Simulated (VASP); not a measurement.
# Na (Pm-3m) in VASP: further runs, part 2 of 2

VASP 6.6.1.

**3. Relaxation of cell and atoms, PBEsol**

The input, INCAR:

```
SYSTEM = Na
PREC = Accurate ; ENCUT = 600
EDIFF = 1E-6 ; ISMEAR = 0
SIGMA = 0.1 ; LREAL = .False.
LASPH = .True. ; NELM = 100
ALGO = Normal ; ISIF = 3
LWAVE = .False. ; LCHARG = .False.
GGA = PS ; IBRION = 2
NSW = 100 ; EDIFFG = -0.01
```

The input, KPOINTS:

```
Automatic mesh
0
Gamma
  12 12 12
  0 0 0
```

The input, POSCAR:

```
Na
1.0
    3.3818079441      0.0000000000      0.0000000000
    0.0000000000      3.3818079441      0.0000000000
    0.0000000000      0.0000000000      3.3818079441
Na
1
Direct
    0.0000000000      0.0000000000      0.0000000000
```

Potentials or basis: VASP PAW PBE potentials, release 64 (Na_pv).

The run is started by

```bash
$ cat potpaw_PBE.64/Na_pv/POTCAR > POTCAR
$ mpirun -np 1 vasp_std > vasp.out
```

OUTCAR:

```text
SYSTEM = Na
   PREC = Accurate
   ENCUT = 600
   EDIFF = 1E-6
   ISMEAR = 0
   LREAL = .False.
   LASPH = .True.
   NELM = 100
   ISIF = 3
   GGA = PS
   IBRION = 2
   NSW = 100
   EDIFFG = -0.01

 ion  position               nearest neighbor table
   1  0.000  0.000  0.000-

  LATTYP: Found a simple cubic cell.
 ALAT       =     3.3818079441

  Lattice vectors:

 A1 = (   3.3818079441,   0.0000000000,   0.0000000000)
 A2 = (   0.0000000000,   3.3818079441,   0.0000000000)
 A3 = (   0.0000000000,   0.0000000000,   3.3818079441)

Analysis of symmetry for initial positions (statically):
=====================================================================
 Subroutine PRICEL returns:
 Original cell was already a primitive cell.

 Routine SETGRP: Setting up the symmetry group for a
 simple cubic supercell.

 Subroutine GETGRP returns: Found 48 space group operations
 (whereof 48 operations were pure point group operations)
 out of a pool of 48 trial point group operations.

The static configuration has the point symmetry O_h .

Analysis of symmetry for dynamics (positions and initial velocities):
=====================================================================
 Subroutine PRICEL returns:
 Original cell was already a primitive cell.

 Routine SETGRP: Setting up the symmetry group for a
 simple cubic supercell.

 Subroutine GETGRP returns: Found 48 space group operations
 (whereof 48 operations were pure point group operations)
 out of a pool of 48 trial point group operations.

The dynamic configuration has the point symmetry O_h .

 Subroutine INISYM returns: Found 48 space group operations
 (whereof 48 operations are pure point group operations),
 and found     1 'primitive' translations

----------------------------------------------------------------------------------------

[... 111 lines left out ...]
  volume/ion in A,a.u.               =      38.68       261.00
  Fermi-wavevector in a.u.,A,eV,Ry     =   0.926030  1.749944 11.667435  0.857532
  Thomas-Fermi vector in A             =   2.051949
   LORBIT       =      0    0 simple, 1 ext, 2 COOP (PROOUT), +10 PAW based schemes
   GGA     = PS    functional components
   LHFCALC =     F    Hartree Fock is set to
   AEXX    =    0.0000 exact exchange contribution
   IVDW    =     0    specifies the selected vdW correction
   LEPSILON=     F    determine dielectric tensor
   LRPA    =     F    only Hartree local field effects (RPA)
 conjugate gradient relaxation of ions
 non-spin polarized calculation
 Gauss-broadening in eV      SIGMA  =   0.10
  energy-cutoff  :      600.00
  volume of cell :       38.68
 maximum number of plane-waves:      1328
 NGX is ok and might be reduce to    28
   NGX = 13   NGY = 13   NGZ = 13

 number of electron       7.0000008 magnetization

 Free energy of the ion-electron system (eV)
  ---------------------------------------------------
  ext. energy  EPLUGINS =         0.00000000
  ---------------------------------------------------
  free energy    TOTEN  =        -1.27905784 eV

  energy without entropy =       -1.27600779  energy(sigma->0) =       -1.27753282

 E-fermi :   0.2051     XC(G=0):  -6.3850

 val. band max:        0.1306511097   @ k =   0.3333   0.2500   0.2500
 cond. band min:       0.2183190540   @ k =   0.4167   0.2500   0.0833
 fundamental gap:      0.0876679443
 Fermi energy:         0.2051475531

 k-point     1 :       0.0000    0.0000    0.0000
  band No.  band energies     occupation
      1     -24.7853      2.00000
      2     -24.7853      2.00000
      3     -24.7853      2.00000
      4      -2.9933      2.00000
      5       8.5201      0.00000
      6       8.5201      0.00000
      7       9.8628      0.00000
[... 221 lines left out ...]
 k-point    24 :       0.4167    0.3333    0.0000
  band No.  band energies     occupation
      1     -24.8287      2.00000
      2     -24.8184      2.00000
      3     -24.7780      2.00000
      4       0.7510      0.00000
      5       2.8572      0.00000
      6       5.0222      0.00000
      7       7.0839      0.00000

 [... further k-points ...]

------------------------ aborting loop because EDIFF is reached ----------------------------------------

  FORCE on cell =-STRESS in cart. coord.  units (eV):
  Direction    XX          YY          ZZ          XY          YZ          ZX
  --------------------------------------------------------------------------------------
  -------------------------------------------------------------------------------------
  Total        0.0002096      0.0002096      0.0002096      0.0000000     -0.0000000      0.0000000
  in kB        0.0086842      0.0086842      0.0086842      0.0000000     -0.0000000      0.0000000
  external PRESSURE =       0.0086842 kB  Pullay stress =       0.0000000 kB

 VOLUME and BASIS-vectors are now :
 -----------------------------------------------------------------------------
  energy-cutoff  :      600.00
  volume of cell :       38.68
      direct lattice vectors                 reciprocal lattice vectors
     3.381807944  0.000000000  0.000000000     0.295699820  0.000000000  0.000000000
     0.000000000  3.381807944  0.000000000     0.000000000  0.295699820  0.000000000
     0.000000000  0.000000000  3.381807944     0.000000000  0.000000000  0.295699820

 POSITION                                       TOTAL-FORCE (eV/Angst)
 -----------------------------------------------------------------------------------
      0.00000      0.00000      0.00000         0.000000      0.000000      0.000000
 -----------------------------------------------------------------------------------
    total drift:                               -0.000000     -0.000000     -0.000000

  FREE ENERGIE OF THE ION-ELECTRON SYSTEM (eV)
  ---------------------------------------------------
  free  energy   TOTEN  =        -1.2790578449 eV

  energy  without entropy=       -1.2760077866  energy(sigma->0) =       -1.27753282

 reached required accuracy - stopping structural energy minimisation
```

OSZICAR:

```text
N       E                     dE             d eps       ncg     rms          rms(c)
DAV:   1     0.228442034983E+02    0.22844E+02   -0.41255E+03  1183   0.916E+02
DAV:   2    -0.813712789094E+00   -0.23658E+02   -0.23642E+02  1274   0.146E+02
DAV:   3    -0.127952230402E+01   -0.46581E+00   -0.46580E+00  1512   0.294E+01
DAV:   4    -0.128341342610E+01   -0.38911E-02   -0.38911E-02  1414   0.248E+00
DAV:   5    -0.128346849865E+01   -0.55073E-04   -0.55073E-04  1540   0.250E-01    0.258E-01
DAV:   6    -0.128055668492E+01    0.29118E-02   -0.35731E-03  1309   0.116E+00    0.158E-01
DAV:   7    -0.127915936709E+01    0.13973E-02   -0.37486E-03  1414   0.104E+00    0.490E-02
DAV:   8    -0.127905710579E+01    0.10226E-03   -0.29251E-04  1260   0.412E-01    0.315E-03
DAV:   9    -0.127905784494E+01   -0.73914E-06   -0.82424E-07   959   0.146E-02
   1 F= -.12790578E+01 E0= -.12775328E+01  d E =-.127906E+01
```

CONTCAR:

```text
Na
   1.00000000000000
     3.3818079441000002    0.0000000000000000    0.0000000000000000
     0.0000000000000000    3.3818079441000002    0.0000000000000000
     0.0000000000000000    0.0000000000000000    3.3818079441000002
  Na
     1
Direct
     0.0000000000000000    0.0000000000000000    0.0000000000000000

  0.00000000E+00  0.00000000E+00  0.00000000E+00
```

Wall time 9.3 s (1 thread of Intel Xeon Platinum 8488C (Sapphire Rapids), shared host); peak memory 0.16 GiB.

What came out:

```
Free energy             : -1.2791 eV
Pressure after relaxing : 0.0 GPa
Band gap on the k mesh  : zero (an odd number of electrons rules out a gap without spin polarisation)
```

Final structure:
```
Na
1.0
     3.38181    0.00000    0.00000
     0.00000    3.38181    0.00000
     0.00000    0.00000    3.38181
Na
1
Direct
  0.00000 0.00000 0.00000
```

Caveat: the relaxation stopped at its first step, so nothing moved; the PAW data sets were made with another functional, which shifts forces and pressure a little.
